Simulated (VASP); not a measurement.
Input of a VASP 6.6.1 run:

File INCAR:

```
ALGO = Normal
EDIFF = 1E-6
EDIFFG = -0.01
ENCUT = 600
GGA = PE
IBRION = 2
ISIF = 3
ISMEAR = 0
LASPH = True
LCHARG = False
LREAL = False
LWAVE = False
NELM = 60
NSW = 100
PREC = Accurate
SIGMA = 0.1
```

The input KPOINTS:

```
k-points
0
Gamma
  21 21 6
```

POSCAR

```
C
1.0
    2.4665131928      0.0000000000      0.0000000000
   -1.2332565964      2.1360630837      0.0000000000
    0.0000000000      0.0000000000      8.5296938387
C
4
Direct
    0.0000000000      0.0000000000      0.2500000000
    0.0000000000      0.0000000000      0.7500000000
    0.3333333333      0.6666666667      0.2500000000
    0.6666666667      0.3333333333      0.7500000000
```

Potentials or basis: VASP PAW PBE potentials, release 64 (C).

Launch:

```sh
$ cat potpaw_PBE.64/C/POTCAR > POTCAR
$ mpirun -np 1 vasp_std > vasp.out
```

(1) What does it give for the band gap on the k mesh?

(2) Estimate the space group after relaxing (to 0.1 Å).

(3) Predict the relaxed volume.

(4) Estimate the relaxed cell.

Answers

(1) zero (filled and empty bands overlap).

(2) P6_3/mmc (No. 194).

(3) 10.49 Å³/atom.

(4) a = 2.467 Å, b = 2.467 Å, c = 7.964 Å, α = 90.00°, β = 90.00°, γ = 120.00°.

Caveat: this functional lacks dispersion, which binds layers or chains, so the pressure and a relaxed spacing across them are unreliable.
